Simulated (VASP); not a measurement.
Crystal: Sr.

```xyz
1
Lattice="-2.4250 2.4250 2.4250 2.4250 -2.4250 2.4250 2.4250 2.4250 -2.4250" Properties=species:S:1:pos:R:3 pbc="T T T"
Sr    0.0000    0.0000    0.0000
```

This isn't the form of Sr at room conditions, which is fcc.

Base run:

| Quantity | Value |
| --- | --- |
| Program | VASP 6.6.1 |
| Functional | PBEsol |
| Potentials or basis | VASP PAW PBE potentials, release 64 (Sr_sv) |
| Cutoff | 520 eV |
| k mesh | 12 × 12 × 12 |
| Occupations | fermi-dirac, width 0.05 eV |
| Spin | no spin polarisation |

Its results: band gap on the k mesh zero (bands 5 and 6 overlap by 0.42 eV); pressure -1.1 GPa.

Q: The run is repeated on the same cell with these changes: functional from PBEsol to r2SCAN; further incar settings from ALGO = Normal; EDIFF = 1e-06; NBANDS = 11 to ALGO = Normal; EDIFF = 1e-08; NBANDS = 11. What comes out?

A: Band gap on the k mesh zero (bands 5 and 6 overlap by 0.43 eV); pressure -0.2 GPa.

Caveats: the PAW data sets were made with another functional, which shifts forces and pressure a little.
